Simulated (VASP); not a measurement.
# Cr (Im-3m) in VASP: further runs

Runs on Cr. Level: LDA. Tasks: single point.

All numbers are computed with VASP 6.6.1; they aren't measurements. Logs are shortened: lines on timing, memory, paths and dates and some standing lists are left out, and cuts for length are marked.

## (1) The cell of the first run

Symmetry: Im-3m, No. 229, cubic system. The conventional cell has a = 2.055 Å, b = 2.055 Å, c = 2.055 Å, α = 90.00°, β = 90.00°, γ = 90.00°. Within 2.4 Å of Cr (site symmetry m-3m) lie 14 Cr at 1.78 to 2.05 Å.

## (2) Single point, LDA, collinear spin, ferromagnetic start (4.34 Å³/atom)

Input file POSCAR:

```
Cr
1.0
   -1.0273837450      1.0273837450      1.0273837450
    1.0273837450     -1.0273837450      1.0273837450
    1.0273837450      1.0273837450     -1.0273837450
Cr
1
Direct
    0.0000000000      0.0000000000      0.0000000000
```

Input file INCAR.step1:

```
ALGO = Normal
EDIFF = 1E-6
ENCUT = 520
ISIF = 2
ISMEAR = -1
ISPIN = 2
LASPH = T
LCHARG = T
LMAXMIX = 4
LREAL = F
LWAVE = F
MAGMOM = 2
NBANDS = 16
NELM = 150
PREC = Accurate
SIGMA = 0.1
```

Input file KPOINTS.step1:

```
k-points
0
Gamma
  21 21 21
```

Input file INCAR.step2:

```
ALGO = Normal
EDIFF = 1E-6
ENCUT = 520
ICHARG = 11
ISIF = 2
ISMEAR = -5
ISPIN = 2
LASPH = T
LCHARG = F
LMAXMIX = 4
LORBIT = 11
LREAL = F
LWAVE = F
MAGMOM = 2
NEDOS = 2001
NELM = 150
PREC = Accurate
SIGMA = 0.1
```

Input file KPOINTS.step2:

```
k-points
0
Gamma
  32 32 32
```

Potentials or basis: VASP PAW LDA potentials, release 64 (Cr_pv).

On the command line:

```bash
cat potpaw_LDA.64/Cr_pv/POTCAR > POTCAR
cp INCAR.step1 INCAR
cp KPOINTS.step1 KPOINTS
mpirun -np 1 vasp_std > vasp.out
cp INCAR.step2 INCAR
cp KPOINTS.step2 KPOINTS
mpirun -np 1 vasp_std > vasp.out
```

OUTCAR:

```text
EDIFF = 1E-6
   ENCUT = 520
   ICHARG = 11
   ISIF = 2
   ISMEAR = -5
   ISPIN = 2
   LASPH = T
   LORBIT = 11
   LREAL = F
   NELM = 150
   PREC = Accurate

 ion  position               nearest neighbor table
   1  0.000  0.000  0.000-

  LATTYP: Found a body centered cubic cell.
 ALAT       =     2.0547674900

  Lattice vectors:

 A1 = (  -1.0273837450,   1.0273837450,   1.0273837450)
 A2 = (   1.0273837450,  -1.0273837450,   1.0273837450)
 A3 = (   1.0273837450,   1.0273837450,  -1.0273837450)

Analysis of symmetry for initial positions (statically):
=====================================================================
 Subroutine PRICEL returns:
 Original cell was already a primitive cell.

 Routine SETGRP: Setting up the symmetry group for a
 body centered cubic supercell.

 Subroutine GETGRP returns: Found 48 space group operations
 (whereof 48 operations were pure point group operations)
 out of a pool of 48 trial point group operations.

The static configuration has the point symmetry O_h .

Analysis of symmetry for dynamics (positions and initial velocities):
=====================================================================
 Subroutine PRICEL returns:
 Original cell was already a primitive cell.

 Routine SETGRP: Setting up the symmetry group for a
 body centered cubic supercell.

 Subroutine GETGRP returns: Found 48 space group operations
 (whereof 48 operations were pure point group operations)
 out of a pool of 48 trial point group operations.

The dynamic configuration has the point symmetry O_h .

Analysis of structural, dynamic, and magnetic symmetry:
=====================================================================
 Subroutine PRICEL returns:
 Original cell was already a primitive cell.

 Routine SETGRP: Setting up the symmetry group for a
 body centered cubic supercell.

 Subroutine GETGRP returns: Found 48 space group operations
 (whereof 48 operations were pure point group operations)
 out of a pool of 48 trial point group operations.

The overall configuration has the point symmetry O_h .

 Subroutine INISYM returns: Found 48 space group operations
 (whereof 48 operations are pure point group operations),
 and found     1 'primitive' translations

----------------------------------------------------------------------------------------

                                     Primitive cell

  volume of cell :       4.3377

  direct lattice vectors                    reciprocal lattice vectors
    -1.027383745  1.027383745  1.027383745     0.000000000  0.486673069  0.486673069
     1.027383745 -1.027383745  1.027383745     0.486673069  0.000000000  0.486673069
     1.027383745  1.027383745 -1.027383745     0.486673069  0.486673069  0.000000000

  length of vectors
     1.779480845  1.779480845  1.779480845     0.688259654  0.688259654  0.688259654

  position of ions in fractional coordinates (direct lattice)
     0.000000000  0.000000000  0.000000000

  ion indices of the primitive-cell ions
   primitive index   ion index
                 1           1

----------------------------------------------------------------------------------------

 KPOINTS: k-points

Automatic generation of k-mesh.
 Grid dimensions read from file:
 generate k-points for:   32   32   32

 Generating k-lattice:

  Cartesian coordinates                     Fractional coordinates (reciprocal lattice)
     0.000000000  0.015208533  0.015208533     0.031250000  0.000000000  0.000000000
     0.015208533  0.000000000  0.015208533     0.000000000  0.031250000  0.000000000
     0.015208533  0.015208533  0.000000000     0.000000000  0.000000000  0.031250000

  Length of vectors
     0.021508114  0.021508114  0.021508114

  Shift w.r.t. Gamma in fractional coordinates (k-lattice)
     0.000000000  0.000000000  0.000000000

 TETIRR: Found  39615 inequivalent tetrahedra from   196608

 Subroutine IBZKPT returns following result:
 ===========================================

 Found    897 irreducible k-points:

 Following reciprocal coordinates:
            Coordinates               Weight
  0.000000  0.000000  0.000000      1.000000
  0.031250  0.000000  0.000000     12.000000
  0.062500  0.000000  0.000000     12.000000
  0.093750  0.000000  0.000000     12.000000
  0.125000  0.000000  0.000000     12.000000
  0.156250  0.000000  0.000000     12.000000
[... 16 lines left out ...]
  0.187500  0.031250  0.000000     48.000000
  0.218750  0.031250  0.000000     48.000000
 [... further k-points ...]
   k-points           NKPTS =    897   k-points in BZ     NKDIM =    897   number of bands    NBANDS=     11
   number of dos      NEDOS =   2001   number of ions     NIONS =      1
   total plane-waves  NPLWV =   2744
   dimension x,y,z NGX =    14 NGY =   14 NGZ =   14
   dimension x,y,z NGXF=    28 NGYF=   28 NGZF=   28
   ions per type =               1
   NGX,Y,Z   is equivalent  to a cutoff of  13.08, 13.08, 13.08 a.u.
   NGXF,Y,Z  is equivalent  to a cutoff of  26.16, 26.16, 26.16 a.u.
 SYSTEM =  unknown system
   PREC   = accura    normal or accurate (medium, high low for compatibility)
   ISTART =      0    job   : 0-new  1-cont  2-samecut
   ICHARG =     11    charge: 1-file 2-atom 10-const
   ISPIN  =      2    spin polarized calculation?
   LNONCOLLINEAR =      F non collinear calculations
   LSORBIT =      F    spin-orbit coupling
   LASPH  =      T    aspherical Exc in radial PAW
   ENCUT  =  520.0 eV  38.22 Ry    6.18 a.u.   3.31  3.31  3.31*2*pi/ulx,y,z
   NELM   =    150;   NELMIN=  2; NELMDL=  0     # of ELM steps
   EDIFF  = 0.1E-05   stopping-criterion for ELM
   LREAL  =      F    real-space projection
   EDIFFG = 0.1E-04   stopping-criterion for IOM
   NSW    =      0    number of steps for IOM
   IBRION =     -1    ionic relax: 0-MD 1-quasi-New 2-CG
   NFREE  =      0    steps in history (QN), initial steepest desc. (CG)
   ISIF   =      2    stress and relaxation
   ISYM   =      2    0-nonsym 1-usesym 2-fastsym
   POTIM  = 0.5000    time-step for ionic-motion
   TEBEG  =    0.0;   TEEND  =   0.0 temperature during run
   PSTRESS=    0.0 pullay stress
   NELECT =      12.0000    total number of electrons
   NUPDOWN=      -1.0000    fix difference up-down
   EMIN   =  10.00;   EMAX   =-10.00  energy-range for DOS
   EFERMI =   0.00;   METHOD = LEGACY
   ISMEAR =    -5;   SIGMA  =   0.10  broadening in eV -4-tet -1-fermi 0-gaus
   EFERMI_NEDOS =   21; number of points for ismear=-14 and -15
   IALGO  =     38    algorithm
   IMIX   =      4    mixing-type and parameters
     AMIX     =   0.40;   BMIX     =  1.00
     AMIX_MAG =   1.60;   BMIX_MAG =  1.00
  volume/ion in A,a.u.               =       4.34        29.27
  Fermi-wavevector in a.u.,A,eV,Ry     =   2.298172  4.342916 71.860466  5.281595
  Thomas-Fermi vector in A             =   3.232549
   LORBIT       =     11    0 simple, 1 ext, 2 COOP (PROOUT), +10 PAW based schemes
   GGA     = CA    functional components
   LHFCALC =     F    Hartree Fock is set to
   AEXX    =    0.0000 exact exchange contribution
   IVDW    =     0    specifies the selected vdW correction
   LEPSILON=     F    determine dielectric tensor
   LRPA    =     F    only Hartree local field effects (RPA)
 spin polarized calculation
 Fermi weights with tetrahedron method with Bloechl corrections
  energy-cutoff  :      520.00
  volume of cell :        4.34
 maximum number of plane-waves:       135
 NGX is ok and might be reduce to    14

 number of electron      12.0000012 magnetization      -0.0002802

 Free energy of the ion-electron system (eV)
  ---------------------------------------------------
  ext. energy  EPLUGINS =         0.00000000
  ---------------------------------------------------
  free energy    TOTEN  =         6.03966647 eV

  energy without entropy =        6.03966647  energy(sigma->0) =        6.03966647

 E-fermi :  33.3962     XC(G=0): -20.6869

 val. band max:       33.5985556324   @ k =  -0.3125   0.3125   0.3125
 cond. band min:      33.2834779838   @ k =   0.0938   0.0938   0.0000
 fundamental gap:     -0.3150776486
 Fermi energy:        33.3962457429

 spin component 1

 k-point     1 :       0.0000    0.0000    0.0000
  band No.  band energies     occupation
      1      -6.7070      1.00000
      2      -6.7070      1.00000
      3      -6.7070      1.00000
      4      28.7386      1.00000
      5      28.7386      1.00000
      6      28.7386      1.00000
      7      29.0112      1.00000
      8      34.9525      0.00000
      9      34.9525      0.00000
     10      39.0905      0.00000
     11      60.7540      0.00000
[... 309 lines left out ...]
 k-point    24 :       0.2188    0.0312    0.0000
  band No.  band energies     occupation
      1     -12.7546      1.00000
      2      -8.4529      1.00000
      3      -6.9670      1.00000
      4      24.9324      1.00000
      5      25.8082      1.00000
      6      33.5646      0.50019
      7      33.8449     -0.00568
      8      35.3594      0.00000
      9      36.3695      0.00000
     10      38.8126      0.00000
     11      62.2907      0.00000

 [... further k-points ...]

 spin component 2

 k-point     1 :       0.0000    0.0000    0.0000
  band No.  band energies     occupation
      1      -6.7073      1.00000
      2      -6.7073      1.00000
      3      -6.7073      1.00000
      4      28.7384      1.00000
      5      28.7384      1.00000
      6      28.7384      1.00000
      7      29.0110      1.00000
      8      34.9523      0.00000
      9      34.9523      0.00000
     10      39.0903      0.00000
     11      60.7538      0.00000
[... 309 lines left out ...]
 k-point    24 :       0.2188    0.0312    0.0000
  band No.  band energies     occupation
      1     -12.7549      1.00000
      2      -8.4531      1.00000
      3      -6.9672      1.00000
      4      24.9322      1.00000
      5      25.8080      1.00000
      6      33.5644      0.50051
      7      33.8447     -0.00567
      8      35.3591      0.00000
      9      36.3693      0.00000
     10      38.8124      0.00000
     11      62.2905      0.00000

 [... further k-points ...]

------------------------ aborting loop because EDIFF is reached ----------------------------------------

  FORCE on cell =-STRESS in cart. coord.  units (eV):
  Direction    XX          YY          ZZ          XY          YZ          ZX
  --------------------------------------------------------------------------------------
  -------------------------------------------------------------------------------------
  Total       47.8068603     47.8068603     47.8068603      0.0000000      0.0000000      0.0000000
  in kB    17658.0500535  17658.0500535  17658.0500535      0.0000000      0.0000000      0.0000000
  external PRESSURE =   17658.0500535 kB  Pullay stress =       0.0000000 kB

 VOLUME and BASIS-vectors are now :
 -----------------------------------------------------------------------------
  energy-cutoff  :      520.00
  volume of cell :        4.34
      direct lattice vectors                 reciprocal lattice vectors
    -1.027383745  1.027383745  1.027383745     0.000000000  0.486673069  0.486673069
     1.027383745 -1.027383745  1.027383745     0.486673069  0.000000000  0.486673069
     1.027383745  1.027383745 -1.027383745     0.486673069  0.486673069  0.000000000

 POSITION                                       TOTAL-FORCE (eV/Angst)
 -----------------------------------------------------------------------------------
      0.00000      0.00000      0.00000         0.000000      0.000000      0.000000
 -----------------------------------------------------------------------------------
    total drift:                               -0.000000     -0.000000     -0.000000

  FREE ENERGIE OF THE ION-ELECTRON SYSTEM (eV)
  ---------------------------------------------------
  free  energy   TOTEN  =         6.0396664658 eV

  energy  without entropy=        6.0396664658  energy(sigma->0) =        6.03966647

 total charge

# of ion       s       p       d       tot
------------------------------------------
    1        0.683   7.297   7.345  15.325

 magnetization (x)

# of ion       s       p       d       tot
------------------------------------------
    1       -0.000  -0.000  -0.000  -0.000
```

Run time: 3.1 min. Hardware: 1 thread of Intel Xeon 8259CL, shared host; peak memory 0.34 GiB.

Results:

| Item | Value |
| --- | --- |
| Net moment | 0.00 μB per cell |

Levels at points of the mesh, in eV from the Fermi level:
Spin up:
| k point | band 2 | band 3 | band 4 | band 5 | band 6 | band 7 | band 8 | band 9 | band 10 | band 11 |
| --- | --- | --- | --- | --- | --- | --- | --- | --- | --- | --- |
| (0.00, 0.00, 0.00) | -40.10 | -40.10 | -4.66 | -4.66 | -4.66 | -4.39 | 1.56 | 1.56 | 5.69 | 27.36 |
| (0.50, 0.00, 0.00) | -43.60 | -40.58 | -13.31 | -10.33 | 2.67 | 3.69 | 5.14 | 9.01 | 11.49 | 22.81 |
| (0.50, 0.50, 0.50) | -47.88 | -47.88 | -17.27 | -17.27 | 4.37 | 7.28 | 7.28 | 7.28 | 26.38 | 26.38 |
Spin down:
| k point | band 4 | band 5 | band 6 | band 7 | band 8 | band 9 |
| --- | --- | --- | --- | --- | --- | --- |
| (0.00, 0.00, 0.00) | -4.66 | -4.66 | -4.66 | -4.39 | 1.56 | 1.56 |
| (0.50, 0.00, 0.00) | -13.31 | -10.33 | 2.67 | 3.69 | 5.14 | 9.01 |
| (0.50, 0.50, 0.50) | -17.27 | -17.27 | 4.37 | 7.28 | 7.28 | 7.28 |

Caveat: atoms lie so close that the PAW spheres overlap strongly, which falsifies energies and pressures; tetrahedron occupations give inexact forces and stress in metals.

## (3) Single point, LDA, collinear spin, ferromagnetic start (4.34 Å³/atom)

POSCAR is that of step 2.

Input file INCAR.step1:

```
SYSTEM = Cr
ALGO = Normal
EDIFF = 1E-7
ENCUT = 520
GGA = CA
ISIF = 2
ISMEAR = -1
ISPIN = 2
LASPH = .True.
LCHARG = .True.
LMAXMIX = 4
LREAL = .False.
LWAVE = .False.
MAGMOM = 2
NBANDS = 16
NELM = 150
PREC = Accurate
SIGMA = 0.1
```

Input file KPOINTS.step1:

```
k-points
0
Gamma
  21 21 21
  0 0 0
```

Input file INCAR.step2:

```
SYSTEM = Cr
ALGO = Normal
EDIFF = 1E-7
ENCUT = 520
GGA = CA
ICHARG = 11
ISIF = 2
ISMEAR = -5
ISPIN = 2
LASPH = .True.
LCHARG = .False.
LMAXMIX = 4
LORBIT = 11
LREAL = .False.
LWAVE = .False.
MAGMOM = 2
NEDOS = 1001
NELM = 150
PREC = Accurate
SIGMA = 0.1
```

Input file KPOINTS.step2:

```
k-points
0
Gamma
  32 32 32
  0 0 0
```

Potentials or basis: VASP PAW LDA potentials, release 64 (Cr_pv).

On the command line:

```bash
cat potpaw_LDA.64/Cr_pv/POTCAR > POTCAR
cp INCAR.step1 INCAR
cp KPOINTS.step1 KPOINTS
mpirun -np 1 vasp_std > vasp.out
cp INCAR.step2 INCAR
cp KPOINTS.step2 KPOINTS
mpirun -np 1 vasp_std > vasp.out
```

Run time: 3 min. Hardware: 1 thread of Intel Xeon 8259CL, shared host; peak memory 0.34 GiB.

The run converged. Its results:

- Net moment: 0.00 μB per cell

Levels at points of the mesh, in eV from the Fermi level:
Spin up:
```
           k point  band 3  band 4  band 5  band 6  band 7  band 8  band 9  band 10
(0.00, 0.00, 0.00)  -40.10   -4.66   -4.66   -4.66   -4.39    1.56    1.56     5.69
(0.50, 0.00, 0.00)  -40.58  -13.31  -10.33    2.67    3.69    5.14    9.01    11.49
(0.50, 0.50, 0.50)  -47.88  -17.27  -17.27    4.37    7.28    7.28    7.28    26.38
```
Spin down:
```
           k point  band 4  band 5  band 6  band 7  band 8  band 9
(0.00, 0.00, 0.00)   -4.66   -4.66   -4.66   -4.39    1.56    1.56
(0.50, 0.00, 0.00)  -13.31  -10.33    2.67    3.69    5.14    9.01
(0.50, 0.50, 0.50)  -17.27  -17.27    4.37    7.28    7.28    7.28
```

Caveat: atoms lie so close that the PAW spheres overlap strongly, which falsifies energies and pressures; tetrahedron occupations give inexact forces and stress in metals.
